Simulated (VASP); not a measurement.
# Al (P6_3/mmc) in VASP: further runs

Runs on Al. Level: PBEsol. Tasks: single point, relaxation of cell and atoms.

Program: VASP 6.6.1. These are calculated values, not measurements. Logs are shortened: lines on timing, memory, paths and dates and some standing lists are left out, and cuts for length are marked.

**1. The cell of the first run**

It takes space group P6_3/mmc (No. 194, hexagonal). The conventional cell has a = 2.812 Å, b = 2.812 Å, c = 4.867 Å, α = 90.00°, β = 90.00°, γ = 120.00°. Within 3.7 Å of Al (site symmetry -6m2) lie 12 Al at 2.81 to 2.93 Å.

**2. Single point, PBEsol**

INCAR

```
SYSTEM = Al
PREC = Accurate
ENCUT = 520
EDIFF = 1E-6
ISMEAR = 0
SIGMA = 0.1
LREAL = .False.
LASPH = .True.
NELM = 100
ALGO = Normal
ISIF = 2
LWAVE = .False.
LCHARG = .True.
GGA = PS
LELF = .True.
LVHAR = .True.
NBANDS = 10
```

KPOINTS

```
regular mesh
0
Gamma
  9 9 4
  0 0 0
```

POSCAR

```
Al
1.0
    2.8124553515      0.0000000000      0.0000000000
   -1.4062276757      2.4356577814      0.0000000000
    0.0000000000      0.0000000000      4.8668500000
Al
2
Direct
    0.6666666700      0.3333333300      0.7500000000
    0.3333333300      0.6666666700      0.2500000000
```

Potentials or basis: VASP PAW PBE potentials, release 64 (Al).

The run is started by

```sh
$ cat potpaw_PBE.64/Al/POTCAR > POTCAR
$ mpirun -np 1 vasp_std > vasp.out
```

OUTCAR:

```text
SYSTEM = Al
   PREC = Accurate
   ENCUT = 520
   EDIFF = 1E-6
   ISMEAR = 0
   LREAL = .False.
   LASPH = .True.
   NELM = 100
   ISIF = 2
   GGA = PS

 ion  position               nearest neighbor table
   1  0.667  0.333  0.750-   2 2.93   2 2.93   2 2.93   2 2.93   2 2.93   2 2.93
   2  0.333  0.667  0.250-   1 2.93   1 2.93   1 2.93   1 2.93   1 2.93   1 2.93

  LATTYP: Found a hexagonal cell.
 ALAT       =     2.8124553515
 C/A-ratio  =     1.7304630267

  Lattice vectors:

 A1 = (   2.8124553515,   0.0000000000,   0.0000000000)
 A2 = (  -1.4062276757,   2.4356577814,   0.0000000000)
 A3 = (   0.0000000000,   0.0000000000,   4.8668500000)

Analysis of symmetry for initial positions (statically):
=====================================================================
 Subroutine PRICEL returns:
 Original cell was already a primitive cell.

 Routine SETGRP: Setting up the symmetry group for a
 hexagonal supercell.

 Subroutine GETGRP returns: Found 24 space group operations
 (whereof 12 operations were pure point group operations)
 out of a pool of 24 trial point group operations.

The static configuration has the point symmetry D_3d.
 The point group associated with its full space group is D_6h.

Analysis of symmetry for dynamics (positions and initial velocities):
=====================================================================
 Subroutine PRICEL returns:
 Original cell was already a primitive cell.

 Routine SETGRP: Setting up the symmetry group for a
 hexagonal supercell.

 Subroutine GETGRP returns: Found 24 space group operations
 (whereof 12 operations were pure point group operations)
 out of a pool of 24 trial point group operations.

The dynamic configuration has the point symmetry D_3d.
 The point group associated with its full space group is D_6h.

 Subroutine INISYM returns: Found 24 space group operations
 (whereof 12 operations are pure point group operations),
 and found     1 'primitive' translations

----------------------------------------------------------------------------------------

                                     Primitive cell

  volume of cell :      33.3388

  direct lattice vectors                    reciprocal lattice vectors
     2.812455352  0.000000000  0.000000000     0.355561200  0.205283355  0.000000000
    -1.406227676  2.435657781  0.000000000     0.000000000  0.410566709  0.000000000
     0.000000000  0.000000000  4.866850000     0.000000000  0.000000000  0.205471712

  length of vectors
     2.812455352  2.812455351  4.866850000     0.410566709  0.410566709  0.205471712

  position of ions in fractional coordinates (direct lattice)
     0.666666670  0.333333330  0.750000000
     0.333333330  0.666666670  0.250000000

  ion indices of the primitive-cell ions
   primitive index   ion index
                 1           1
                 2           2

----------------------------------------------------------------------------------------

 KPOINTS: regular mesh

Automatic generation of k-mesh.
 Grid dimensions read from file:
 generate k-points for:    9    9    4

 Generating k-lattice:

  Cartesian coordinates                     Fractional coordinates (reciprocal lattice)
     0.039506800  0.022809262  0.000000000     0.111111111  0.000000000  0.000000000
     0.000000000  0.045618523  0.000000000     0.000000000  0.111111111  0.000000000
     0.000000000  0.000000000  0.051367928     0.000000000  0.000000000  0.250000000

  Length of vectors
     0.045618523  0.045618523  0.051367928

  Shift w.r.t. Gamma in fractional coordinates (k-lattice)
     0.000000000  0.000000000  0.000000000

 Subroutine IBZKPT returns following result:
 ===========================================

 Found     36 irreducible k-points:

 Following reciprocal coordinates:
            Coordinates               Weight
  0.000000  0.000000  0.000000      1.000000
  0.111111  0.000000  0.000000      6.000000
  0.222222  0.000000  0.000000      6.000000
  0.333333  0.000000  0.000000      6.000000
  0.444444  0.000000  0.000000      6.000000
  0.111111  0.111111  0.000000      6.000000
[... 16 lines left out ...]
  0.333333  0.222222  0.250000     24.000000
  0.333333  0.333333  0.250000      4.000000
 [... further k-points ...]
   k-points           NKPTS =     36   k-points in BZ     NKDIM =     36   number of bands    NBANDS=     10
   number of dos      NEDOS =    301   number of ions     NIONS =      2
   total plane-waves  NPLWV =  20736
   dimension x,y,z NGX =    24 NGY =   24 NGZ =   36
   dimension x,y,z NGXF=    48 NGYF=   48 NGZF=   72
   ions per type =               2
   NGX,Y,Z   is equivalent  to a cutoff of  14.19, 14.19, 12.30 a.u.
   NGXF,Y,Z  is equivalent  to a cutoff of  28.37, 28.37, 24.59 a.u.
 SYSTEM =  Al
   PREC   = accura    normal or accurate (medium, high low for compatibility)
   ISTART =      0    job   : 0-new  1-cont  2-samecut
   ICHARG =      2    charge: 1-file 2-atom 10-const
   ISPIN  =      1    spin polarized calculation?
   LNONCOLLINEAR =      F non collinear calculations
   LSORBIT =      F    spin-orbit coupling
   LASPH  =      T    aspherical Exc in radial PAW
   ENCUT  =  520.0 eV  38.22 Ry    6.18 a.u.   5.23  5.23  9.05*2*pi/ulx,y,z
   NELM   =    100;   NELMIN=  2; NELMDL= -5     # of ELM steps
   EDIFF  = 0.1E-05   stopping-criterion for ELM
   LREAL  =      F    real-space projection
   EDIFFG = 0.1E-04   stopping-criterion for IOM
   NSW    =      0    number of steps for IOM
   IBRION =     -1    ionic relax: 0-MD 1-quasi-New 2-CG
   NFREE  =      0    steps in history (QN), initial steepest desc. (CG)
   ISIF   =      2    stress and relaxation
   ISYM   =      2    0-nonsym 1-usesym 2-fastsym
   POTIM  = 0.5000    time-step for ionic-motion
   TEBEG  =    0.0;   TEEND  =   0.0 temperature during run
   PSTRESS=    0.0 pullay stress
   NELECT =       6.0000    total number of electrons
   NUPDOWN=      -1.0000    fix difference up-down
   EMIN   =  10.00;   EMAX   =-10.00  energy-range for DOS
   EFERMI =   0.00;   METHOD = LEGACY
   ISMEAR =     0;   SIGMA  =   0.10  broadening in eV -4-tet -1-fermi 0-gaus
   EFERMI_NEDOS =   21; number of points for ismear=-14 and -15
   IALGO  =     38    algorithm
   IMIX   =      4    mixing-type and parameters
     AMIX     =   0.40;   BMIX     =  1.00
     AMIX_MAG =   1.60;   BMIX_MAG =  1.00
  volume/ion in A,a.u.               =      16.67       112.49
  Fermi-wavevector in a.u.,A,eV,Ry     =   0.924291  1.746656 11.623640  0.854313
  Thomas-Fermi vector in A             =   2.050021
   LORBIT       =      0    0 simple, 1 ext, 2 COOP (PROOUT), +10 PAW based schemes
   GGA     = PS    functional components
   LHFCALC =     F    Hartree Fock is set to
   AEXX    =    0.0000 exact exchange contribution
   IVDW    =     0    specifies the selected vdW correction
   LEPSILON=     F    determine dielectric tensor
   LRPA    =     F    only Hartree local field effects (RPA)
 non-spin polarized calculation
 Gauss-broadening in eV      SIGMA  =   0.10
  energy-cutoff  :      520.00
  volume of cell :       33.34
 maximum number of plane-waves:       918
 NGX is ok and might be reduce to    24

 number of electron       6.0000000 magnetization

 Free energy of the ion-electron system (eV)
  ---------------------------------------------------
  ext. energy  EPLUGINS =         0.00000000
  ---------------------------------------------------
  free energy    TOTEN  =        -8.10505595 eV

  energy without entropy =       -8.10214195  energy(sigma->0) =       -8.10359895

 E-fermi :   7.7816     XC(G=0): -10.2186

 val. band max:        7.7604252198   @ k =   0.3333   0.0000   0.2500
 cond. band min:       7.9429722530   @ k =   0.3333   0.2222   0.2500
 fundamental gap:      0.1825470332
 Fermi energy:         7.7816255157

 k-point     1 :       0.0000    0.0000    0.0000
  band No.  band energies     occupation
      1      -3.2203      2.00000
      2       2.7844      2.00000
      3       3.0095      2.00000
      4      18.9779      0.00000
      5      19.2603      0.00000
      6      19.2603      0.00000
      7      19.4788      0.00000
      8      19.4788      0.00000
      9      20.2058      0.00000
     10      22.5508      0.00000

 k-point     2 :       0.1111    0.0000    0.0000
  band No.  band energies     occupation
      1      -2.9127      2.00000
      2       3.0857      2.00000
      3       3.2969      2.00000
      4      15.4101      0.00000
      5      17.2728      0.00000
      6      18.3286      0.00000
      7      19.7104      0.00000
      8      20.2736      0.00000
      9      21.3233      0.00000
     10      21.4664      0.00000

 k-point     3 :       0.2222    0.0000    0.0000
  band No.  band energies     occupation
      1      -1.9938      2.00000
      2       3.9760      2.00000
      3       4.1590      2.00000
      4      11.2976      0.00000
      5      15.7064      0.00000
      6      16.1617      0.00000
      7      17.0885      0.00000
      8      17.5996      0.00000
      9      20.5899      0.00000
     10      20.9573      0.00000

 k-point     4 :       0.3333    0.0000    0.0000
  band No.  band energies     occupation
      1      -0.4764      2.00000
      2       5.3569      2.00000
      3       5.5939      2.00000
      4       7.6862      1.82276
      5      13.0646      0.00000
      6      13.4204      0.00000
      7      14.6651      0.00000
      8      16.3134      0.00000
      9      19.6764      0.00000
     10      20.3636      0.00000

 k-point     5 :       0.4444    0.0000    0.0000
  band No.  band energies     occupation
      1       1.6173      2.00000
      2       4.2317      2.00000
      3       7.5739      1.99669
      4       7.6012      1.98928
      5      10.1735      0.00000
      6      10.3002      0.00000
      7      14.1457      0.00000
      8      15.6996      0.00000
      9      19.2204      0.00000
     10      19.7783      0.00000

 k-point     6 :       0.1111    0.1111    0.0000
  band No.  band energies     occupation
      1      -2.2994      2.00000
      2       3.6819      2.00000
      3       3.8717      2.00000
      4      13.4229      0.00000
      5      13.5852      0.00000
      6      18.5320      0.00000
      7      18.7520      0.00000
      8      18.7974      0.00000
      9      20.1003      0.00000
     10      20.1235      0.00000
[... 183 lines left out ...]
 k-point    21 :       0.4444    0.1111    0.2500
  band No.  band energies     occupation
      1       3.4083      2.00000
      2       3.4890      2.00000
      3       6.4698      2.00000
      4       6.5154      2.00000
      5      11.0876      0.00000
      6      12.1807      0.00000
      7      12.7496      0.00000
      8      14.5252      0.00000
      9      18.8589      0.00000
     10      19.4340      0.00000

 k-point    22 :       0.2222    0.2222    0.2500
  band No.  band energies     occupation
      1       0.8054      2.00000
      2       3.7914      2.00000
      3       8.5535      0.00000
      4       8.6703      0.00000
      5       9.7896      0.00000
      6      11.7414      0.00000
      7      12.0703      0.00000
      8      17.0168      0.00000
      9      17.6393      0.00000
     10      18.8984      0.00000

 k-point    23 :       0.3333    0.2222    0.2500
  band No.  band energies     occupation
      1       2.8750      2.00000
      2       5.2690      2.00000
      3       6.0945      2.00000
      4       7.9430      0.02250
      5       8.7568      0.00000
      6      10.8926      0.00000
      7      12.2459      0.00000
      8      14.5132      0.00000
      9      16.8993      0.00000
     10      20.4802      0.00000

 k-point    24 :       0.3333    0.3333    0.2500
  band No.  band energies     occupation
      1       5.1124      2.00000
      2       5.1124      2.00000
      3       5.2810      2.00000
      4       8.1219      0.00000
      5       8.4044      0.00000
      6       8.4044      0.00000
      7      14.1627      0.00000
      8      14.1627      0.00000
      9      14.3483      0.00000
     10      22.4833      0.00000

 [... further k-points ...]

------------------------ aborting loop because EDIFF is reached ----------------------------------------

  FORCE on cell =-STRESS in cart. coord.  units (eV):
  Direction    XX          YY          ZZ          XY          YZ          ZX
  --------------------------------------------------------------------------------------
  -------------------------------------------------------------------------------------
  Total       -0.1596028     -0.1596028     -0.2108384     -0.0000000     -0.0000000      0.0000000
  in kB       -7.6701043     -7.6701043    -10.1323544     -0.0000000     -0.0000000      0.0000000
  external PRESSURE =      -8.4908543 kB  Pullay stress =       0.0000000 kB

 VOLUME and BASIS-vectors are now :
 -----------------------------------------------------------------------------
  energy-cutoff  :      520.00
  volume of cell :       33.34
      direct lattice vectors                 reciprocal lattice vectors
     2.812455352  0.000000000  0.000000000     0.355561200  0.205283355  0.000000000
    -1.406227676  2.435657781  0.000000000     0.000000000  0.410566709  0.000000000
     0.000000000  0.000000000  4.866850000     0.000000000  0.000000000  0.205471712

 POSITION                                       TOTAL-FORCE (eV/Angst)
 -----------------------------------------------------------------------------------
      1.40623      0.81189      3.65014        -0.000000      0.000000      0.000000
     -0.00000      1.62377      1.21671         0.000000     -0.000000      0.000000
 -----------------------------------------------------------------------------------
    total drift:                                0.000000     -0.000000      0.000000

  FREE ENERGIE OF THE ION-ELECTRON SYSTEM (eV)
  ---------------------------------------------------
  free  energy   TOTEN  =        -8.1050559549 eV

  energy  without entropy=       -8.1021419500  energy(sigma->0) =       -8.10359895
```

Wall time 23 s (1 thread of AMD EPYC 7R13, shared host); peak memory 0.12 GiB.

What came out:

| Item | Value |
| --- | --- |
| Free energy | -8.1051 eV |
| Pressure | -0.8 GPa |
| Band gap on the k mesh | zero (band 3 reaches 11.15 eV, above the bottom of band 4 at 4.98 eV) |

Stress tensor (GPa, compression positive):
```
-0.77  0.00  0.00
 0.00 -0.77  0.00
 0.00  0.00 -1.01
```

Levels at points of the mesh, in eV from the Fermi level:
| k point | band 1 | band 2 | band 3 | band 4 | band 5 | band 6 | band 7 | band 8 |
| --- | --- | --- | --- | --- | --- | --- | --- | --- |
| (0.00, 0.00, 0.00) | -11.00 | -5.00 | -4.77 | 11.20 | 11.48 | 11.48 | 11.70 | 11.70 |
| (0.00, 0.00, 0.50) | -9.45 | -9.45 | 2.44 | 2.44 | 12.51 | 12.51 | 12.51 | 12.51 |

Caveat: the PAW data sets were made with another functional, which shifts forces and pressure a little.

**3. Single point, PBEsol**

This run uses another cell than the first one, of 16.32 Å³/atom, 0.979 times its volume.

INCAR

```
SYSTEM = Al
ALGO = Normal
EDIFF = 1E-6
ENCUT = 520
GGA = PS
ISIF = 2
ISMEAR = 0
LASPH = .True.
LCHARG = .False.
LREAL = .False.
LWAVE = .False.
NBANDS = 10
NELM = 100
PREC = Accurate
SIGMA = 0.1
```

KPOINTS

```
k-points
0
Gamma
  24 24 12
  0 0 0
```

POSCAR

```
Al
1.0
    2.8331485300      0.0000000000      0.0000000000
   -1.4165742650      2.4535785997      0.0000000000
    0.0000000000      0.0000000000      4.6948517986
Al
2
Direct
    0.6666666667      0.3333333333      0.7500000000
    0.3333333333      0.6666666667      0.2500000000
```

Potentials or basis: VASP PAW PBE potentials, release 64 (Al).

The run is started by

```sh
$ cat potpaw_PBE.64/Al/POTCAR > POTCAR
$ mpirun -np 1 vasp_std > vasp.out
```

It took 2.7 min on 1 thread of AMD EPYC 7R13, shared host; peak memory 0.21 GiB.

Results (log left out):

```yaml
Free_energy: -8.1235 eV
Pressure: 0.1 GPa
Band_gap_on_the_k_mesh: zero (band 3 reaches 12.10 eV, above the bottom of band 4 at 4.86 eV)
```

Levels at points of the mesh, in eV from the Fermi level:
```csv
k point,band 1,band 2,band 3,band 4,band 5,band 6,band 7,band 8
"(0.00, 0.00, 0.00)",-11.19,-4.70,-4.56,10.90,10.90,11.22,11.22,11.96
"(0.50, 0.00, 0.00)",-5.27,-5.12,0.61,1.04,1.47,1.70,5.83,7.52
"(0.00, 0.00, 0.50)",-9.53,-9.53,3.20,3.20,12.07,12.07,12.07,12.07
"(0.50, 0.00, 0.50)",-3.92,-3.92,-3.19,-3.19,7.26,7.26,7.60,7.60
```

Caveat: the PAW data sets were made with another functional, which shifts forces and pressure a little.

**4. Single point, PBEsol**

This run uses another cell than the first one: it holds 4 atoms, not 2.

INCAR

```
SYSTEM = Al
ALGO = Normal
EDIFF = 1E-6
ENCUT = 520
GGA = PS
ISIF = 2
ISMEAR = 0
LASPH = .True.
LCHARG = .True.
LELF = .True.
LREAL = .False.
LVHAR = .True.
LWAVE = .False.
NBANDS = 14
NELM = 80
PREC = Accurate
SIGMA = 0.1
```

KPOINTS

```
k-points
0
Gamma
  18 18 6
  0 0 0
```

POSCAR

```
Al
1.0
    2.8362704710      0.0000000000      0.0000000000
   -1.4181352355      2.4562822799      0.0000000000
    0.0000000000      0.0000000000      9.3222917571
Al
4
Direct
    0.0000000000      0.0000000000      0.0000000000
    0.3333333333      0.6666666667      0.2500000000
    0.0000000000      0.0000000000      0.5000000000
    0.6666666667      0.3333333333      0.7500000000
```

The run is started by

```sh
$ cat potpaw_PBE.64/Al/POTCAR > POTCAR
$ mpirun -np 1 vasp_std > vasp.out
```

It took 3.3 min on 1 thread of AMD EPYC 7R13, shared host; peak memory 0.21 GiB.

Results (log left out):

```yaml
Free_energy: -16.3218 eV
Pressure: 0.1 GPa
Band_gap_on_the_k_mesh: zero (band 6 reaches 11.99 eV, above the bottom of band 7 at 6.56 eV)
```

Levels at points of the mesh, in eV from the Fermi level:
| k point | band 2 | band 3 | band 4 | band 5 | band 6 | band 7 | band 8 | band 9 | band 10 | band 11 |
| --- | --- | --- | --- | --- | --- | --- | --- | --- | --- | --- |
| (0.00, 0.00, 0.00) | -9.54 | -9.54 | -4.68 | -4.47 | 3.35 | 3.36 | 10.88 | 10.88 | 11.05 | 11.05 |
| (0.50, 0.00, 0.00) | -5.20 | -3.94 | -3.88 | -3.33 | -3.25 | 0.83 | 1.27 | 1.29 | 1.63 | 5.75 |
| (0.00, 0.00, 0.50) | -10.81 | -7.45 | -7.45 | -0.95 | -0.95 | 8.23 | 8.23 | 11.20 | 11.20 | 11.21 |
| (0.50, 0.00, 0.50) | -4.88 | -4.80 | -4.80 | -1.86 | -1.86 | -1.20 | -1.20 | 4.56 | 4.56 | 4.72 |

Caveat: the PAW data sets were made with another functional, which shifts forces and pressure a little.

(Part 1 of 2 ends here.)
